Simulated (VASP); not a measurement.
The system is SiO3.

```
Si O
1.0
    -1.61575    1.61575    3.60920
     1.61575   -1.61575    3.60920
     1.61575    1.61575   -3.60920
Si O
1 3
Direct
  0.00000 0.00000 0.00000
  0.50000 0.50000 0.00000
  0.25000 0.75000 0.50000
  0.75000 0.25000 0.50000
```

* Program: VASP 6.6.1
* Task: relaxation of cell and atoms
* Functional: PBE
* Potentials or basis: VASP PAW PBE potentials, release 64 (Si, O)
* Cutoff: 600 eV
* k mesh: 8 × 8 × 8
* Occupations: gaussian, width 0.1 eV
* Spin: collinear spin, ferromagnetic start
* Starting moments: [0.0, 0.54, 0.87, 0.87] μB

At the start: pressure -16.4 GPa; volume 9.42 Å³/atom.

Question: Where does the relaxation end?

Answer: Over 16 steps the energy falls by 331.4 meV/atom and the volume is 8.49 Å³/atom (-9.9 %); space group I4/mmm (No. 139, to 0.1 Å) before and after; moment 0.00 μB per cell.

The path:
```
step  energy change (eV)  largest force (eV/Å)  pressure (GPa)  volume (Å³)
   1              0.0000                0.0000          -16.41        37.69
   2             -0.3633                0.0000           -3.40        32.66
   3             -0.3751                0.0000            2.29        31.64
   4             -0.3757                0.0000            1.11        31.84
   5             -0.4993                0.0000            5.24        31.18
   6             -0.8011                0.0000           25.46        29.01
   7             -0.8284                0.0000           26.09        29.05
   8             -0.8906                0.0000           28.66        29.14
   9             -0.8820                0.0000           35.43        29.25
  10             -0.9120                0.0000           31.95        29.21
  11             -0.9945                0.0000           28.03        29.67
  12             -1.1827                0.0000           17.83        31.09
  13             -1.3173                0.0000            1.84        34.02
  14             -1.3171                0.0000            2.27        33.92
  15             -1.3208                0.0000            1.73        33.93
  16             -1.3254                0.0000            0.25        33.95
```

Final structure:
```cif
data_structure
_symmetry_space_group_name_H-M 'P 1'
_symmetry_Int_Tables_number 1
_cell_length_a 4.7873
_cell_length_b 4.7873
_cell_length_c 4.7873
_cell_angle_alpha 146.118
_cell_angle_beta 146.118
_cell_angle_gamma 48.672
_cell_volume 33.95
loop_
_atom_site_label
_atom_site_type_symbol
_atom_site_fract_x
_atom_site_fract_y
_atom_site_fract_z
_atom_site_occupancy
Si1 Si 0.00000 0.00000 0.00000 1
O1 O 0.50000 0.50000 0.00000 1
O2 O 0.25000 0.75000 0.50000 1
O3 O 0.75000 0.25000 0.50000 1
```
